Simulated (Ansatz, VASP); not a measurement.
# Two plane-wave programs on NaI

POSCAR

```
NaI
1.0
    0.0000000000      3.5431916338      3.5431916338
    3.5963395083      0.0000000000      3.5431916338
    3.5963395083      3.5431916338      0.0000000000
Na I
1 1
Direct
    0.0000000000      0.0000000000      0.0000000000
    0.2500000000      0.2500000000      0.2500000000
```

The input INCAR.step1:

```
SYSTEM = NaI
PREC     = Accurate       ! precision mode
ENCUT    = 520            ! plane-wave cutoff, eV
EDIFF    = 1E-5           ! SCF threshold, eV
ISMEAR   = 0              ! smearing method
SIGMA    = 0.01           ! smearing width, eV
LREAL    = .FALSE.        ! projectors in reciprocal space
LASPH    = .TRUE.         ! aspherical terms in the spheres
NELM     = 80             ! most SCF steps
ALGO     = Normal         ! electronic algorithm
ISIF     = 2              ! what is computed and relaxed
LWAVE    = .TRUE.         ! write WAVECAR
LCHARG   = .FALSE.        ! write CHGCAR
NBANDS   = 14             ! bands
GGA      = PE             ! functional
```

File INCAR.step2:

```
SYSTEM = NaI
PREC     = Accurate       ! precision mode
ENCUT    = 520            ! plane-wave cutoff, eV
EDIFF    = 1E-7           ! SCF threshold, eV
ISMEAR   = 0              ! smearing method
SIGMA    = 0.01           ! smearing width, eV
LREAL    = .FALSE.        ! projectors in reciprocal space
LASPH    = .TRUE.         ! aspherical terms in the spheres
NELM     = 80             ! most SCF steps
ALGO     = Normal         ! electronic algorithm
ISIF     = 2              ! what is computed and relaxed
LWAVE    = .FALSE.        ! write WAVECAR
LCHARG   = .FALSE.        ! write CHGCAR
GGA      = PE             ! functional
LHFCALC  = .TRUE.         ! exact exchange
HFSCREEN = 0.2079         ! screening, 1/A
PRECFOCK = Normal       
NBANDS   = 14             ! bands
ISTART   = 1
```

File KPOINTS:

```
regular mesh
0
G
  4 4 4
  0 0 0
```

Input for Ansatz:

```yaml
crystal:
  lattice:
    - [0.0, 3.5431916338, 3.5431916338]
    - [3.5963395083, 0.0, 3.5431916338]
    - [3.5963395083, 3.5431916338, 0.0]
  atoms:
    - { symbol: Na, position: [0.0, 0.0, 0.0] }
    - { symbol: I, position: [0.25, 0.25, 0.25] }
kpoints:
  mp_grid: { grid: [4, 4, 4] }
  band_path:
    path:
      - [0.0, 0.0, 0.0]
      - [-0.5, -0.5, 0.0]
      - [-0.375, -0.375, 0.25]
      - [-0.375, 0.0, 0.375]
      - [0.0, 0.0, 0.5]
      - [-0.5, -0.25, 0.25]
    npoints: 1
hamiltonian:
  xc: hse06
scf:
  occupations: { method: fixed }
  n_extra_bands: 4
output:
  forces: true
  stress: true
  eigenvalues: true
  write_density: true
  write_potential: true
  elf: true
  volumetric_format: npy
```

Change from the starting cell: uniaxial_x strain +1.5%.

Alike in both runs: task single point; functional HSE06; k mesh 4 × 4 × 4; no spin polarisation.

```csv
,VASP,Ansatz
version,VASP 6.6.1,Ansatz 0.2.0
potentials or method,"VASP PAW PBE potentials, release 64 (Na_pv, I)","plane waves, PAW"
plane-wave cutoff (eV),520,420
occupations,"gaussian, width 0.01 eV",fixed
valence electrons in the cell,14,26
```

Ansatz gave:

- gap on the k mesh at the Fermi level (eV): 4.78
- pressure (GPa): 0.0

**Question.** Which values does VASP return?

**Answer.** gap on the k mesh at the Fermi level (eV): 4.77; pressure (GPa): 0.0.

VASP's potentials hold 14 valence electrons a cell and Ansatz's 26, so a difference there can come from the potentials and not from the codes. Ansatz's warnings: stress exchange threshold loose, stress scf threshold loose.

Spin-orbit coupling is off throughout.
